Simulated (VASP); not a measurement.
Input of a VASP 6.6.1 run:

INCAR

```
ALGO = Normal
EDIFF = 1E-7
ENCUT = 520
GGA = PS
ISIF = 2
ISMEAR = 0
LASPH = T
LCHARG = T
LELF = T
LREAL = F
LVHAR = T
LWAVE = F
NBANDS = 35
NELM = 60
PREC = Accurate
SIGMA = 0.01
```

KPOINTS

```
k-points
0
Gamma
  6 6 2
```

POSCAR

```
MoS2
1.0
    3.2042885218      0.0000000000      0.0000000000
   -1.6021442609      2.7749952610      0.0000000000
    0.0000000000      0.0000000000     12.4559747728
Mo S
2 4
Direct
    0.3333333333      0.6666666667      0.2500000000
    0.6666666667      0.3333333333      0.7500000000
    0.3333333333      0.6666666667      0.6265202522
    0.6666666667      0.3333333333      0.1265202522
    0.3333333333      0.6666666667      0.8734797478
    0.6666666667      0.3333333333      0.3734797478
```

Potentials or basis: VASP PAW PBE potentials, release 64 (Mo_sv, S).

Run with:

```console
$ cat potpaw_PBE.64/Mo_sv/POTCAR potpaw_PBE.64/S/POTCAR > POTCAR
$ mpirun -np 1 vasp_std > vasp.out
```

(1) What does it give for the band gap on the k mesh?

(2) Estimate the pressure.

## Answers

(1) 0.78 eV, indirect (least direct gap 1.52 eV).

(2) -3.5 GPa.

Caveat: the cell differs from its parent crystal (in-plane strain +0.02, then relaxed in part); the PAW data sets were made with another functional, which shifts forces and pressure a little; this functional lacks dispersion, which binds the layers, so the pressure and a relaxed spacing across them are unreliable.
